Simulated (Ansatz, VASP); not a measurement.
# Two plane-wave programs on As

Contents of INCAR:

```
  PREC = Accurate
  ENCUT = 520
  EDIFF = 1E-7
  ISMEAR = 0
  SIGMA = 0.05
  LREAL = False
  LASPH = True
  NELM = 60
  ALGO = Normal
  ISIF = 2
  LWAVE = False
  LCHARG = False
  LDIPOL = True
  IDIPOL = 3
  DIPOL = 0.5 0.5 0.363
  GGA = PE
  IVDW = 12
  NBANDS = 18
```

Contents of KPOINTS:

```
Automatic mesh
0
Gamma
  9 9 1
```

Contents of POSCAR:

```
As
1.0
    3.5713380906      0.0000000000      0.0000000000
   -1.7856690453      3.0928695120      0.0000000000
    0.0000000000      0.0000000000     20.2952802043
As
4
Direct
    0.3333333333      0.6666666667      0.2905917062
    0.6666666667      0.3333333333      0.2217264287
    0.6666666667      0.3333333333      0.5033327996
    0.3333333333      0.6666666667      0.4344675222
```

Input for Ansatz:

```yaml
crystal:
  lattice:
    - [3.5713380906, 0.0, 0.0]
    - [-1.7856690453, 3.092869512, 0.0]
    - [0.0, 0.0, 20.2952802043]
  atoms:
    - { symbol: As, position: [0.3333333333, 0.6666666667, 0.2905917062] }
    - { symbol: As, position: [0.6666666667, 0.3333333333, 0.2217264287] }
    - { symbol: As, position: [0.6666666667, 0.3333333333, 0.5033327996] }
    - { symbol: As, position: [0.3333333333, 0.6666666667, 0.4344675222] }
basis:
  ecutwfc: 420
kpoints:
  mp_grid: { grid: [9, 9, 1] }
hamiltonian:
  xc: pbe
  dispersion: d3bj
scf:
  occupations: { method: gaussian, width: 0.05 }
output:
  forces: true
  eigenvalues: true
efield:
  axis: 3
  dipole_correction: true
  ramp_width: 0.04
```

Alike in both runs: task single point; functional PBE; dispersion D3(BJ); k mesh 9 × 9 × 1; occupations gaussian, width 0.05 eV; no spin polarisation.

```csv
,VASP,Ansatz
version,VASP 6.6.1,Ansatz 0.2.0
potentials or method,"VASP PAW PBE potentials, release 64 (As), cutoff 520 eV","scalar-relativistic, plane waves, PAW"
valence electrons in the cell,20,60
```

```csv
,VASP,Ansatz,Ansatz less VASP
gap on the k mesh at the Fermi level (eV),0.16,0.19,+0.022
least direct gap on the mesh (eV),0.75,0.77,+0.021
rms of the force components (eV/Å),0.348,0.372,+0.0241
```

Atom by atom the forces differ by 0.052 eV/Å (rms over components). VASP's potentials hold 20 valence electrons a cell and Ansatz's 60, so a difference there can come from the potentials and not from the codes.
